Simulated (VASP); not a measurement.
Set up this calculation in VASP 6.6.1, as the native input.

```
Task                   : single point
Functional             : PBE
Potentials or basis    : VASP PAW PBE potentials, release 64 (C, H)
Cutoff                 : 520 eV
k mesh                 : 2 × 2 × 1
Occupations            : gaussian, width 0.05 eV
Spin                   : collinear spin
Starting moments       : [0.0, 0.09, 0.0, 0.09, 0.0, 0.0, 0.0, 0.08, 0.0, 0.09, 0.0, 0.08, 0.0, 0.08, 0.0, 0.0, 0.0, 0.0, 0.0] μB
Dipole correction      : no
Further INCAR settings : LREAL = Auto; ALGO = Normal; EDIFF = 1e-06; NBANDS = 56
```

The structure of HC18 lies in POSCAR:

```
HC18
1.0
    7.3980000000      0.0000000000      0.0000000000
   -3.6990000000      6.4068560000      0.0000000000
    0.0000000000      0.0000000000     12.0000000000
C H
18 1
Direct
   -0.0015780592      0.0014821622      0.0823913333
    0.2201130840      0.1117690174      0.0821181667
   -0.0017865326      0.3345845451      0.0821512500
    0.2201365084      0.4456171639      0.0824853333
   -0.0009925703      0.6686212395      0.0827398333
    0.2207141608      0.7795867427      0.0822629167
    0.3316969529      0.0015528677      0.0823187500
    0.5534999744      0.1117633985      0.0820864167
    0.3286349023      0.3325490693      0.0828931667
    0.5507688138      0.4396963191      0.0840968333
    0.3314554416      0.6686240490      0.0827707500
    0.5521553776      0.7809944534      0.0842322500
    0.6649034682      0.0014798210      0.0823797500
    0.8870244063      0.1122048006      0.0822085000
    0.6657536331      0.3325437625      0.0828388333
    0.8873233325      0.4456204416      0.0824415000
    0.6659881632      0.6701547530      0.0901640833
    0.8906804471      0.7809953899      0.0842073333
    0.6152538950      0.5683277414      0.1782124167
```

The input as run:

INCAR

```
SYSTEM = HC18
PREC = Accurate
ENCUT = 520
EDIFF = 1E-6
ISMEAR = 0
SIGMA = 0.05
LREAL = Auto
LASPH = .TRUE.
NELM = 150
ALGO = Normal
ISIF = 2
LWAVE = .FALSE.
LCHARG = .FALSE.
ISPIN = 2
MAGMOM = 0 0.09 0 0.09 0 0 0 0.08 0 0.09 0 0.08 0 0.08 0 0 0 0 0
LORBIT = 11
GGA = PE
NBANDS = 56
```

KPOINTS

```
Automatic mesh
0
G
  2 2 1
  0 0 0
```

Potentials or basis: VASP PAW PBE potentials, release 64 (C, H).

Launch:

```bash
$ cat potpaw_PBE.64/C/POTCAR potpaw_PBE.64/H/POTCAR > POTCAR
$ mpirun -np 1 vasp_std > vasp.out
```

It gave:

```json
{"Largest force": "0.473 eV/Å", "Net moment": "0.00 μB per cell", "Valence electrons inside the program's atomic spheres": "C 2.67, 2.65, 2.66, 2.63 (each value once); H 0.57"}
```

Caveat: the k points lie up to 0.49 Å⁻¹ apart; there is no dipole correction, which matters where the two faces differ.

Wall time 6.1 min on 1 thread of Intel(R) Xeon(R) 6975P-C (Granite Rapids) (shared host), peak memory 0.86 GiB.
